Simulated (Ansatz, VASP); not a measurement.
**Si3N in VASP and in Ansatz**

```
Si N
1.0
     3.83334    0.00000    0.00000
     0.00000    5.42117    0.00000
     0.00000    0.00000   22.48776
Si N
6 2
Direct
  0.50000 0.00000 0.17787
  0.00000 0.25000 0.17787
  0.00000 0.50388 0.26087
  0.50000 0.74612 0.26087
  0.50000 0.00860 0.34186
  0.00000 0.24140 0.34186
  0.50000 0.00860 0.50640
  0.50000 0.00860 0.55531
```

Alike in both runs: task single point; functional PBE; dispersion D3(BJ); k mesh 7 × 5 × 1; occupations gaussian, width 0.05 eV; no spin polarisation.

|  | VASP | Ansatz |
| --- | --- | --- |
| version | VASP 6.6.1 | Ansatz 0.2.0 |
| potentials or method | VASP PAW PBE potentials, release 64 (Si, N), cutoff 520 eV | scalar-relativistic, plane waves, PAW |
| valence electrons in the cell | 34 | 34 |

|  | VASP | Ansatz | Ansatz less VASP |
| --- | --- | --- | --- |
| gap on the k mesh at the Fermi level (eV) | none | none | - |
| rms of the force components (eV/Å) | 0.632 | 0.188 | -0.4439 |

Atom by atom the forces differ by 0.519 eV/Å (rms over components). A gap of «none» marks a metal or a gap that the smearing closes. One of these differences is far larger than is usual between the two programs; its cause wasn't traced.

Noted on VASP's run: the standard files for N, O and F lose accuracy on very short bonds.
